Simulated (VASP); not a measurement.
A run of VASP 6.6.1 is set up as follows.

File INCAR:

```
PREC = Accurate
ENCUT = 520
EDIFF = 1E-6
ISMEAR = 0
SIGMA = 0.05
LREAL = False
LASPH = True
NELM = 80
ALGO = Normal
ISIF = 2
LWAVE = False
LCHARG = False
GGA = PS
NBANDS = 15
```

File KPOINTS:

```
regular mesh
0
Gamma
  10 10 10
```

File POSCAR:

```
SrO
1.0
    3.4780374693      0.0000000000     -0.0173901873
   -1.7390187346      3.0120688037      0.0086950937
   -0.0157900505      0.0000000000      3.1580101075
Sr O
1 1
Direct
    0.0000000000      0.0000000000      0.0000000000
    0.6666666667      0.3333333333      0.5000000000
```

Potentials or basis: VASP PAW PBE potentials, release 64 (Sr_sv, O).

Command:

```console
$ cat potpaw_PBE.64/Sr_sv/POTCAR potpaw_PBE.64/O/POTCAR > POTCAR
$ mpirun -np 1 vasp_std > vasp.out
```

Predict the pressure.

0.7 GPa.

Predict the band gap on the k mesh.

2.79 eV, direct.

Stress tensor (GPa, compression positive):
```
0.67 0.00 0.14
0.00 0.67 0.00
0.14 0.00 0.82
```

Caveat: the PAW data sets were made with another functional, which shifts forces and pressure a little. PBEsol gaps usually lie below the measured ones, often by a third to a half.
